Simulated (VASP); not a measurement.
Wanted: the native input for a VASP 6.6.1 run.

| Quantity | Value |
| --- | --- |
| Task | dielectric tensor |
| Functional | PBE |
| Potentials or basis | VASP PAW PBE potentials, release 64 (Si) |
| Cutoff | 520 eV |
| k mesh | 6 × 6 × 6 |
| Occupations | gaussian, width 0.01 eV |
| Spin | no spin polarisation |
| Dipole correction | no |
| Further INCAR settings | ALGO = Normal; EDIFF = 1e-08 |

The structure of Si lies in POSCAR:

```
Si
1.0
    0.0000000000      2.7221210643      2.7221210643
    2.7221210643      0.0000000000      2.7221210643
    2.7221210643      2.7221210643      0.0000000000
Si
2
Direct
    0.7500000000      0.7500000000      0.7500000000
    0.5000000000      0.5000000000      0.5000000000
```

The input as run:

INCAR

```
PREC = Accurate
ENCUT = 520
EDIFF = 1E-8
ISMEAR = 0
SIGMA = 0.01
LREAL = F
LASPH = T
NELM = 60
ALGO = Normal
ISIF = 2
LWAVE = F
LCHARG = F
GGA = PE
LEPSILON = T
```

KPOINTS

```
Automatic mesh
0
Gamma
  6 6 6
```

Potentials or basis: VASP PAW PBE potentials, release 64 (Si).

Launch:

```sh
$ cat potpaw_PBE.64/Si/POTCAR > POTCAR
$ mpirun -np 1 vasp_std > vasp.out
```

It gave:

- Band gap on the k mesh: 0.72 eV (least direct gap 2.56 eV)
- Electronic dielectric tensor (diagonal): 16.30
- Born charges (mean of the diagonal): Si +0.00 e

Wall time 43 s on 1 thread of Intel(R) Xeon(R) 6975P-C (Granite Rapids) (shared host), peak memory 0.17 GiB.
